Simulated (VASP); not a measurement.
ZnSe:

```
Zn Se
1.0
     0.00000    2.80410    2.80410
     2.80410    0.00000    2.80410
     2.80410    2.80410    0.00000
Zn Se
1 1
Direct
  0.00000 0.00000 0.00000
  0.25000 0.25000 0.25000
```

This cell differs from its parent crystal: strain -1.0%.

Base run:

| Item | Value |
| --- | --- |
| Program | VASP 6.6.1 |
| Functional | r2SCAN |
| Potentials or basis | VASP PAW PBE potentials, release 64 (Zn, Se) |
| Cutoff | 520 eV |
| k mesh | 6 × 6 × 6 |
| Occupations | gaussian, width 0.01 eV |
| Spin | no spin polarisation |

Its results: band gap on the k mesh 2.01 eV.

Problem. The run is repeated on the same cell with these changes: functional from r2SCAN to HSE06; further incar settings from ALGO = Normal; EDIFF = 1e-08 to ALGO = Normal; EDIFF = 1e-06; NBANDS = 16. What comes out?

Solution. Band gap on the k mesh 2.55 eV.

